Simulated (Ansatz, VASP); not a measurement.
# One calculation of SrTiO3, two programs

The input INCAR:

```
ALGO = Normal
EDIFF = 1E-6
EDIFFG = -0.005
ENCUT = 600
GGA = PS
IBRION = 2
ISIF = 3
ISMEAR = 0
LASPH = True
LCHARG = False
LREAL = False
LWAVE = False
NELM = 100
NSW = 100
PREC = Accurate
SIGMA = 0.02
```

The input KPOINTS:

```
k-points
0
Gamma
  6 6 6
```

The input POSCAR:

```
SrTiO3
1.0
    3.9127013100      0.0000000000      0.0000000000
    0.0000000000      3.9127013100      0.0000000000
    0.0000000000      0.0000000000      3.9127013100
Sr Ti O
1 1 3
Direct
    0.0000000000      0.0000000000      0.0000000000
    0.5000000000      0.5000000000      0.5000000000
    0.5000000000      0.0000000000      0.5000000000
    0.5000000000      0.5000000000      0.0000000000
    0.0000000000      0.5000000000      0.5000000000
```

Input for Ansatz:

```yaml
crystal:
  lattice:
    - [3.91270131, 0.0, 0.0]
    - [0.0, 3.91270131, 0.0]
    - [0.0, 0.0, 3.91270131]
  atoms:
    - { symbol: Sr, position: [0.0, 0.0, 0.0] }
    - { symbol: Ti, position: [0.5, 0.5, 0.5] }
    - { symbol: O, position: [0.5, 0.0, 0.5] }
    - { symbol: O, position: [0.5, 0.5, 0.0] }
    - { symbol: O, position: [0.0, 0.5, 0.5] }
basis:
  ecutwfc: 420
kpoints:
  mp_grid: { grid: [6, 6, 6] }
hamiltonian:
  xc: pbesol
scf:
  occupations: { method: gaussian, width: 0.02 }
output:
  forces: true
  stress: true
  eigenvalues: true
relax:
  adjacent_minimum: "off"
  f_tol: 0.005
  max_steps: 80
  cell: { stress_tol: 0.05 }
```

Alike in both runs: task relaxation of cell and atoms; functional PBEsol; k mesh 6 × 6 × 6; occupations gaussian, width 0.02 eV; no spin polarisation.

|  | VASP | Ansatz |
| --- | --- | --- |
| version | VASP 6.6.1 | Ansatz 0.2.0 |
| potentials or method | VASP PAW PBE potentials, release 64 (Sr_sv, Ti_sv, O), cutoff 600 eV | scalar-relativistic, plane waves, PAW |
| valence electrons in the cell | 40 | 40 |

|  | VASP | Ansatz | Ansatz less VASP |
| --- | --- | --- | --- |
| gap on the k mesh at the Fermi level, each at its own relaxed structure (eV) | 1.81 | 1.85 | +0.036 |
| relaxed volume (Å³/atom) | 11.82 | 11.78 | -0.033 |
| relaxed cell length with the largest relative difference (Å) | 3.895 | 3.891 | -0.0036 |

VASP's potentials were made for PBE, not for PBEsol.
